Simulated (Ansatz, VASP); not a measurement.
## CO: VASP beside Ansatz

```
O C
1.0
    12.00000    0.00000    0.00000
     0.00000   12.50000    0.00000
     0.00000    0.00000   13.00000
O C
1 1
Cartesian
  6.0000 6.2500 7.0676
  6.0000 6.2500 5.9324
```

Alike in both runs: functional PBE; k mesh 1 × 1 × 1; occupations gaussian, width 0.01 eV; no spin polarisation.

Ansatz relaxed the structure, and its values are those at the end. VASP's run is a single point on that final structure, the one shown.

```csv
,VASP,Ansatz
version,VASP 6.6.1,Ansatz 0.2.0
potentials or method,"VASP PAW PBE potentials, release 64 (O, C)","scalar-relativistic, plane waves, PAW"
plane-wave cutoff (eV),520,420
valence electrons in the cell,10,10
```

```csv
,VASP,Ansatz,Ansatz less VASP
rms of the force components (eV/Å),0.544,0.000,-0.5440
```

One of these differences is far larger than is usual between the two programs; its cause wasn't traced. The functional is the same, so the differences come from potentials, cutoffs and numerics.

Noted on VASP's run: the standard files for N, O and F lose accuracy on very short bonds.
